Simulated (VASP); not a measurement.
# AgO2 (fluorite type) (Fm-3m) in VASP: a series of runs

Runs on AgO2 (fluorite type). Level: PBE. Tasks: single point.

Everything below comes from runs of VASP 6.6.1. Logs are shortened: lines on timing, memory, paths and dates and some standing lists are left out, and cuts for length are marked.

**1. The cell of the first run**

The structure is cubic, space group Fm-3m (No. 225). Conventional cell: a = 5.127 Å, b = 5.127 Å, c = 5.127 Å, α = 90.00°, β = 90.00°, γ = 90.00°. Within 2.9 Å of Ag (site symmetry m-3m) lie 8 O at 2.22 Å. Within 2.9 Å of O (site symmetry -43m) lie 4 Ag at 2.22 Å and 6 O at 2.56 Å.

**2. Single point, PBE**

The input, INCAR:

```
PREC = Accurate ; ENCUT = 520
EDIFF = 1E-7 ; ISMEAR = -1
SIGMA = 0.06122561905347299 ; LREAL = False
LASPH = True ; NELM = 80
ALGO = Normal ; ISIF = 2
LWAVE = False ; LCHARG = True
GGA = PE ; LELF = True
LVHAR = True ; NBANDS = 18
```

The input, KPOINTS:

```
Automatic mesh
0
Gamma
  12 12 12
```

The input, POSCAR:

```
AgO2
1.0
    0.0000000000      2.5636246166      2.5636246166
    2.5636246166      0.0000000000      2.5636246166
    2.5636246166      2.5636246166      0.0000000000
Ag O
1 2
Direct
    0.0000000000      0.0000000000      0.0000000000
    0.2500000000      0.2500000000      0.2500000000
    0.7500000000      0.7500000000      0.7500000000
```

Potentials or basis: VASP PAW PBE potentials, release 64 (Ag, O).

Started as:

```sh
cat potpaw_PBE.64/Ag/POTCAR potpaw_PBE.64/O/POTCAR > POTCAR
mpirun -np 1 vasp_std > vasp.out
```

OUTCAR:

```text
PREC = Accurate
   ENCUT = 520
   EDIFF = 1E-7
   ISMEAR = -1
   LREAL = False
   LASPH = True
   NELM = 80
   ISIF = 2
   GGA = PE

 ion  position               nearest neighbor table
   1  0.000  0.000  0.000-   3 2.22   3 2.22   2 2.22   2 2.22   3 2.22   2 2.22   3 2.22   2 2.22

   2  0.250  0.250  0.250-   1 2.22   1 2.22   1 2.22   1 2.22
   3  0.750  0.750  0.750-   1 2.22   1 2.22   1 2.22   1 2.22

  LATTYP: Found a face centered cubic cell.
 ALAT       =     5.1272492332

  Lattice vectors:

 A1 = (   0.0000000000,   2.5636246166,   2.5636246166)
 A2 = (   2.5636246166,   0.0000000000,   2.5636246166)
 A3 = (   2.5636246166,   2.5636246166,   0.0000000000)

Analysis of symmetry for initial positions (statically):
=====================================================================
 Subroutine PRICEL returns:
 Original cell was already a primitive cell.

 Routine SETGRP: Setting up the symmetry group for a
 face centered cubic supercell.

 Subroutine GETGRP returns: Found 48 space group operations
 (whereof 48 operations were pure point group operations)
 out of a pool of 48 trial point group operations.

The static configuration has the point symmetry O_h .

Analysis of symmetry for dynamics (positions and initial velocities):
=====================================================================
 Subroutine PRICEL returns:
 Original cell was already a primitive cell.

 Routine SETGRP: Setting up the symmetry group for a
 face centered cubic supercell.

 Subroutine GETGRP returns: Found 48 space group operations
 (whereof 48 operations were pure point group operations)
 out of a pool of 48 trial point group operations.

The dynamic configuration has the point symmetry O_h .

 Subroutine INISYM returns: Found 48 space group operations
 (whereof 48 operations are pure point group operations),
 and found     1 'primitive' translations

----------------------------------------------------------------------------------------

                                     Primitive cell

  volume of cell :      33.6972

  direct lattice vectors                    reciprocal lattice vectors
     0.000000000  2.563624617  2.563624617    -0.195036355  0.195036355  0.195036355
     2.563624617  0.000000000  2.563624617     0.195036355 -0.195036355  0.195036355
     2.563624617  2.563624617  0.000000000     0.195036355  0.195036355 -0.195036355

  length of vectors
     3.625512702  3.625512702  3.625512702     0.337812876  0.337812876  0.337812876

  position of ions in fractional coordinates (direct lattice)
     0.000000000  0.000000000  0.000000000
     0.250000000  0.250000000  0.250000000
     0.750000000  0.750000000  0.750000000

  ion indices of the primitive-cell ions
   primitive index   ion index
                 1           1
                 2           2
                 3           3

----------------------------------------------------------------------------------------

 KPOINTS: Automatic mesh

Automatic generation of k-mesh.
 Grid dimensions read from file:
 generate k-points for:   12   12   12

 Generating k-lattice:

  Cartesian coordinates                     Fractional coordinates (reciprocal lattice)
    -0.016253030  0.016253030  0.016253030     0.083333333  0.000000000  0.000000000
     0.016253030 -0.016253030  0.016253030     0.000000000  0.083333333  0.000000000
     0.016253030  0.016253030 -0.016253030     0.000000000  0.000000000  0.083333333

  Length of vectors
     0.028151073  0.028151073  0.028151073

  Shift w.r.t. Gamma in fractional coordinates (k-lattice)
     0.000000000  0.000000000  0.000000000

 Subroutine IBZKPT returns following result:
 ===========================================

 Found     72 irreducible k-points:

 Following reciprocal coordinates:
            Coordinates               Weight
  0.000000  0.000000  0.000000      1.000000
  0.083333  0.000000  0.000000      8.000000
  0.166667  0.000000  0.000000      8.000000
  0.250000  0.000000  0.000000      8.000000
  0.333333  0.000000  0.000000      8.000000
  0.416667  0.000000  0.000000      8.000000
[... 16 lines left out ...]
  0.500000  0.166667  0.000000     24.000000
 -0.416667  0.166667  0.000000     24.000000
 [... further k-points ...]
   k-points           NKPTS =     72   k-points in BZ     NKDIM =     72   number of bands    NBANDS=     18
   number of dos      NEDOS =    301   number of ions     NIONS =      3
   total plane-waves  NPLWV =  21952
   dimension x,y,z NGX =    28 NGY =   28 NGZ =   28
   dimension x,y,z NGXF=    56 NGYF=   56 NGZF=   56
   ions per type =               1   2
   NGX,Y,Z   is equivalent  to a cutoff of  12.84, 12.84, 12.84 a.u.
   NGXF,Y,Z  is equivalent  to a cutoff of  25.68, 25.68, 25.68 a.u.
 SYSTEM =  unknown system
   PREC   = accura    normal or accurate (medium, high low for compatibility)
   ISTART =      0    job   : 0-new  1-cont  2-samecut
   ICHARG =      2    charge: 1-file 2-atom 10-const
   ISPIN  =      1    spin polarized calculation?
   LNONCOLLINEAR =      F non collinear calculations
   LSORBIT =      F    spin-orbit coupling
   LASPH  =      T    aspherical Exc in radial PAW
   ENCUT  =  520.0 eV  38.22 Ry    6.18 a.u.   6.74  6.74  6.74*2*pi/ulx,y,z
   NELM   =     80;   NELMIN=  2; NELMDL= -5     # of ELM steps
   EDIFF  = 0.1E-06   stopping-criterion for ELM
   LREAL  =      F    real-space projection
   EDIFFG = 0.1E-05   stopping-criterion for IOM
   NSW    =      0    number of steps for IOM
   IBRION =     -1    ionic relax: 0-MD 1-quasi-New 2-CG
   NFREE  =      0    steps in history (QN), initial steepest desc. (CG)
   ISIF   =      2    stress and relaxation
   ISYM   =      2    0-nonsym 1-usesym 2-fastsym
   POTIM  = 0.5000    time-step for ionic-motion
   TEBEG  =    0.0;   TEEND  =   0.0 temperature during run
   PSTRESS=    0.0 pullay stress
   NELECT =      23.0000    total number of electrons
   NUPDOWN=      -1.0000    fix difference up-down
   EMIN   =  10.00;   EMAX   =-10.00  energy-range for DOS
   EFERMI =   0.00;   METHOD = LEGACY
   ISMEAR =    -1;   SIGMA  =   0.06  broadening in eV -4-tet -1-fermi 0-gaus
   EFERMI_NEDOS =   21; number of points for ismear=-14 and -15
   IALGO  =     38    algorithm
   IMIX   =      4    mixing-type and parameters
     AMIX     =   0.40;   BMIX     =  1.00
     AMIX_MAG =   1.60;   BMIX_MAG =  1.00
  volume/ion in A,a.u.               =      11.23        75.80
  Fermi-wavevector in a.u.,A,eV,Ry     =   1.441406  2.723862 28.268164  2.077651
  Thomas-Fermi vector in A             =   2.560042
   LORBIT       =      0    0 simple, 1 ext, 2 COOP (PROOUT), +10 PAW based schemes
   GGA     = PE    functional components
   LHFCALC =     F    Hartree Fock is set to
   AEXX    =    0.0000 exact exchange contribution
   IVDW    =     0    specifies the selected vdW correction
   LEPSILON=     F    determine dielectric tensor
   LRPA    =     F    only Hartree local field effects (RPA)
 non-spin polarized calculation
  energy-cutoff  :      520.00
  volume of cell :       33.70
 maximum number of plane-waves:       934
   NGX = 13   NGY = 13   NGZ = 13

 number of electron      22.9999995 magnetization

 Free energy of the ion-electron system (eV)
  ---------------------------------------------------
  ext. energy  EPLUGINS =         0.00000000
  ---------------------------------------------------
  free energy    TOTEN  =       -11.07790982 eV

  energy without entropy =      -11.02074981  energy(sigma->0) =      -11.04932981

 E-fermi :   4.8320     XC(G=0): -11.5833

 val. band max:        4.8306802209   @ k =   0.1667   0.0833   0.0000
 cond. band min:       4.8518571488   @ k =   0.4167   0.2500   0.0000
 fundamental gap:      0.0211769279
 Fermi energy:         4.8320407089

 k-point     1 :       0.0000    0.0000    0.0000
  band No.  band energies     occupation
      1     -14.1562      2.00000
      2     -11.3837      2.00000
      3      -1.9649      2.00000
      4      -1.9649      2.00000
      5      -1.9649      2.00000
      6       0.6488      2.00000
[... 10 lines left out ...]
     17      16.7310      0.00000
     18      22.7812      0.00000

 k-point     2 :       0.0833    0.0000    0.0000
  band No.  band energies     occupation
      1     -14.1036      2.00000
      2     -11.4477      2.00000
      3      -1.9201      2.00000
      4      -1.9201      2.00000
      5      -1.8177      2.00000
      6       0.6166      2.00000
[... 10 lines left out ...]
     17      16.9001      0.00000
     18      23.3605      0.00000

 k-point     3 :       0.1667    0.0000    0.0000
  band No.  band energies     occupation
      1     -13.9521      2.00000
      2     -11.6214      2.00000
      3      -1.7964      2.00000
      4      -1.7964      2.00000
      5      -1.4027      2.00000
      6       0.5454      2.00000
[... 10 lines left out ...]
     17      17.3855      0.00000
     18      23.8743      0.00000

 k-point     4 :       0.2500    0.0000    0.0000
  band No.  band energies     occupation
      1     -13.7202      2.00000
      2     -11.8680      2.00000
      3      -1.6275      2.00000
      4      -1.6275      2.00000
      5      -0.7886      2.00000
      6       0.4977      2.00000
[... 375 lines left out ...]
      4      -1.2578      2.00000
      5      -0.2832      2.00000
      6       0.4759      2.00000
[... 10 lines left out ...]
     17      19.6904      0.00000
     18      21.1969      0.00000

 k-point    23 :       0.5000    0.1667    0.0000
  band No.  band energies     occupation
      1     -12.9672      2.00000
      2     -12.5460      2.00000
      3      -1.3524      2.00000
      4      -1.1384      2.00000
      5      -0.0934      2.00000
      6       0.6657      2.00000
[... 10 lines left out ...]
     17      20.2477      0.00000
     18      21.0254      0.00000

 k-point    24 :      -0.4167    0.1667    0.0000
  band No.  band energies     occupation
      1     -12.8869      2.00000
      2     -12.6258      2.00000
      3      -1.3942      2.00000
      4      -1.0799      2.00000
      5       0.1395      2.00000
      6       0.4275      2.00000
[... 10 lines left out ...]
     17      20.3933      0.00000
     18      21.2713      0.00000

 [... further k-points ...]

------------------------ aborting loop because EDIFF is reached ----------------------------------------

  FORCE on cell =-STRESS in cart. coord.  units (eV):
  Direction    XX          YY          ZZ          XY          YZ          ZX
  --------------------------------------------------------------------------------------
  -------------------------------------------------------------------------------------
  Total        0.6186817      0.6186817      0.6186817     -0.0000000     -0.0000000      0.0000000
  in kB       29.4160632     29.4160632     29.4160632     -0.0000000     -0.0000000      0.0000000
  external PRESSURE =      29.4160632 kB  Pullay stress =       0.0000000 kB

 VOLUME and BASIS-vectors are now :
 -----------------------------------------------------------------------------
  energy-cutoff  :      520.00
  volume of cell :       33.70
      direct lattice vectors                 reciprocal lattice vectors
     0.000000000  2.563624617  2.563624617    -0.195036355  0.195036355  0.195036355
     2.563624617  0.000000000  2.563624617     0.195036355 -0.195036355  0.195036355
     2.563624617  2.563624617  0.000000000     0.195036355  0.195036355 -0.195036355

 POSITION                                       TOTAL-FORCE (eV/Angst)
 -----------------------------------------------------------------------------------
      0.00000      0.00000      0.00000         0.000000      0.000000      0.000000
      1.28181      1.28181      1.28181        -0.000000     -0.000000     -0.000000
      3.84544      3.84544      3.84544         0.000000      0.000000      0.000000
 -----------------------------------------------------------------------------------
    total drift:                                0.000000      0.000000      0.000000

  FREE ENERGIE OF THE ION-ELECTRON SYSTEM (eV)
  ---------------------------------------------------
  free  energy   TOTEN  =       -11.0779098197 eV

  energy  without entropy=      -11.0207498056  energy(sigma->0) =      -11.04932981
```

It took 65 s on 1 thread of Intel Xeon 8259CL, shared host; peak memory 0.18 GiB.

What came out:

```
Free energy            : -11.0779 eV
Pressure               : 2.9 GPa
Band gap on the k mesh : zero (an odd number of electrons rules out a gap without spin polarisation)
```

Caveat: an odd number of electrons without spin polarisation forces a metal; a magnetic or distorted state may lie lower.

**3. Single point, PBE**

This run uses another cell than the first one, of 11.46 Å³/atom.

The input, INCAR:

```
SYSTEM = AgO2
PREC     = Accurate       ! precision mode
ENCUT    = 520            ! plane-wave cutoff, eV
EDIFF    = 1E-6           ! SCF threshold, eV
ISMEAR   = -1             ! smearing method
SIGMA    = 0.06122561905347299 ! smearing width, eV
LREAL    = .FALSE.        ! projectors in reciprocal space
LASPH    = .TRUE.         ! aspherical terms in the spheres
NELM     = 60             ! most SCF steps
ALGO     = Normal         ! electronic algorithm
ISIF     = 2              ! what is computed and relaxed
LWAVE    = .FALSE.        ! write WAVECAR
LCHARG   = .FALSE.        ! write CHGCAR
GGA      = PE             ! functional
NBANDS   = 18             ! bands
```

The input, KPOINTS:

```
Automatic mesh
0
G
  12 12 12
  0 0 0
```

The input, POSCAR:

```
AgO2
1.0
    0.0000000000      2.5809469300      2.5809469300
    2.5809469300      0.0000000000      2.5809469300
    2.5809469300      2.5809469300      0.0000000000
Ag O
1 2
Direct
    0.0000000000      0.0000000000      0.0000000000
    0.2500000000      0.2500000000      0.2500000000
    0.7500000000      0.7500000000      0.7500000000
```

Potentials or basis: VASP PAW PBE potentials, release 64 (Ag, O).

Started as:

```sh
cat potpaw_PBE.64/Ag/POTCAR potpaw_PBE.64/O/POTCAR > POTCAR
mpirun -np 1 vasp_std > vasp.out
```

Wall time 81 s (1 thread of Intel Xeon 8259CL, shared host); peak memory 0.19 GiB.

The run converged. Its results:

- Free energy: -11.0849 eV
- Pressure: -0.1 GPa
- Band gap on the k mesh: zero (an odd number of electrons rules out a gap without spin polarisation)

Levels at points of the mesh, in eV from the Fermi level:
```
           k point  band 8  band 9  band 10  band 11  band 12  band 13  band 14  band 15
(0.00, 0.00, 0.00)   -1.25   -1.25    -1.25     0.28     0.28     0.28     4.55    11.86
(0.50, 0.00, 0.00)   -3.15   -2.91    -2.61    -2.61     0.27     0.27     8.88     9.41
(0.50, 0.50, 0.00)   -3.85   -3.27    -3.06    -0.52     0.45     0.45     8.98    10.76
```

Caveat: an odd number of electrons without spin polarisation forces a metal; a magnetic or distorted state may lie lower.

**4. Single point, PBE**

This run uses another cell than the first one, of 11.46 Å³/atom.

The input, INCAR:

```
  PREC = Accurate
  ENCUT = 520
  EDIFF = 1E-7
  ISMEAR = -1
  SIGMA = 0.06122561905347299
  LREAL = False
  LASPH = True
  NELM = 80
  ALGO = Normal
  ISIF = 2
  LWAVE = False
  LCHARG = False
  GGA = PE
  NBANDS = 18
```

The input, KPOINTS:

```
Automatic mesh
0
Gamma
  12 12 12
```

POSCAR is that of step 3.

Started as:

```sh
cat potpaw_PBE.64/Ag/POTCAR potpaw_PBE.64/O/POTCAR > POTCAR
mpirun -np 1 vasp_std > vasp.out
```

It took 85 s on 1 thread of Intel Xeon 8259CL, shared host; peak memory 0.19 GiB.

Results (log left out):

```yaml
Free_energy: -11.0849 eV
Pressure: -0.1 GPa
Band_gap_on_the_k_mesh: zero (an odd number of electrons rules out a gap without spin polarisation)
```

Levels at points of the mesh, in eV from the Fermi level:
```tsv
k point	band 9	band 10	band 11	band 12	band 13	band 14
(0.00, 0.00, 0.00)	-1.25	-1.25	0.28	0.28	0.28	4.55
(0.50, 0.00, 0.00)	-2.91	-2.61	-2.61	0.27	0.27	8.88
(0.50, 0.50, 0.00)	-3.27	-3.06	-0.52	0.45	0.45	8.98
```

Caveat: an odd number of electrons without spin polarisation forces a metal; a magnetic or distorted state may lie lower.

**5. Single point, PBE**

This run uses another cell than the first one, of 11.69 Å³/atom.

INCAR, as its differences from that of step 4:

```diff
@@ -2,3 +2,3 @@
   ENCUT = 520
-  EDIFF = 1E-7
+  EDIFF = 1E-6
   ISMEAR = -1
```

KPOINTS is that of step 4.

The input, POSCAR:

```
AgO2
1.0
    0.0000000000      2.5980397919      2.5980397919
    2.5980397919      0.0000000000      2.5980397919
    2.5980397919      2.5980397919      0.0000000000
Ag O
1 2
Direct
    0.0000000000      0.0000000000      0.0000000000
    0.2500000000      0.2500000000      0.2500000000
    0.7500000000      0.7500000000      0.7500000000
```

Started as:

```sh
cat potpaw_PBE.64/Ag/POTCAR potpaw_PBE.64/O/POTCAR > POTCAR
mpirun -np 1 vasp_std > vasp.out
```

Wall time 67 s (1 thread of Intel Xeon 8259CL, shared host); peak memory 0.19 GiB.

Results (log left out):

```yaml
Free_energy: -11.0794 eV
Pressure: -2.8 GPa
Band_gap_on_the_k_mesh: zero (an odd number of electrons rules out a gap without spin polarisation)
```

Levels at points of the mesh, in eV from the Fermi level:
```
           k point  band 8  band 9  band 10  band 11  band 12  band 13  band 14  band 15
(0.00, 0.00, 0.00)   -1.20   -1.20    -1.20     0.26     0.26     0.26     4.46    11.82
(0.50, 0.00, 0.00)   -3.05   -2.88    -2.52    -2.52     0.26     0.26     8.72     9.37
(0.50, 0.50, 0.00)   -3.77   -3.23    -2.99    -0.49     0.44     0.44     8.88    10.63
```

Caveat: an odd number of electrons without spin polarisation forces a metal; a magnetic or distorted state may lie lower.

**6. Single point, PBE**

This run uses another cell than the first one, of 11.92 Å³/atom.

The input, INCAR:

```
PREC = Accurate
ENCUT = 520
EDIFF = 1E-6
ISMEAR = -1
SIGMA = 0.06122561905347299
LREAL = F
LASPH = T
NELM = 60
ALGO = Normal
ISIF = 2
LWAVE = F
LCHARG = T
GGA = PE
LELF = T
LVHAR = T
NBANDS = 18
```

The input, KPOINTS:

```
regular mesh
0
Gamma
  12 12 12
```

The input, POSCAR:

```
AgO2
1.0
    0.0000000000      2.6149106529      2.6149106529
    2.6149106529      0.0000000000      2.6149106529
    2.6149106529      2.6149106529      0.0000000000
Ag O
1 2
Direct
    0.0000000000      0.0000000000      0.0000000000
    0.2500000000      0.2500000000      0.2500000000
    0.7500000000      0.7500000000      0.7500000000
```

Potentials or basis: VASP PAW PBE potentials, release 64 (Ag, O).

Started as:

```sh
cat potpaw_PBE.64/Ag/POTCAR potpaw_PBE.64/O/POTCAR > POTCAR
mpirun -np 1 vasp_std > vasp.out
```

Wall time 92 s (1 thread of Intel Xeon 8259CL, shared host); peak memory 0.19 GiB.

Results (log left out):

```yaml
Free_energy: -11.0632 eV
Pressure: -5.2 GPa
Band_gap_on_the_k_mesh: zero (an odd number of electrons rules out a gap without spin polarisation)
```

Levels at points of the mesh, in eV from the Fermi level:
```tsv
k point	band 7	band 8	band 9	band 10	band 11	band 12	band 13	band 14	band 15	band 16
(0.00, 0.00, 0.00)	-3.92	-1.15	-1.15	-1.15	0.24	0.24	0.24	4.36	11.78	11.78
(0.50, 0.00, 0.00)	-3.81	-2.95	-2.84	-2.44	-2.44	0.25	0.25	8.56	9.33	14.83
(0.50, 0.50, 0.00)	-4.01	-3.70	-3.20	-2.93	-0.45	0.43	0.43	8.77	10.51	11.43
```

Caveat: the cell stands under tension; an odd number of electrons without spin polarisation forces a metal; a magnetic or distorted state may lie lower.

**7. Summary**

| cell | gap on the mesh (eV) | pressure (GPa) |
| --- | --- | --- |
| a = 3.626 Å, angles 60.0°, 3 atoms | none | 2.9 |
| a = 3.650 Å, angles 60.0°, 3 atoms | none | -0.1 |
| a = 3.674 Å, angles 60.0°, 3 atoms | none | -2.8 |
| a = 3.698 Å, angles 60.0°, 3 atoms | none | -5.2 |

Alike in all rows: task single point; level PBE; potentials or basis VASP PAW PBE potentials, release 64 (Ag, O); no spin polarisation; k mesh 12 × 12 × 12; cutoff (eV) 520; smearing fermi-dirac 0.0612256 eV.

Caveats: an odd number of electrons without spin polarisation forces a metal; a magnetic or distorted state may lie lower; the cell stands under tension (at least some runs).

Absolute energies hang on the potentials; compare differences alone.
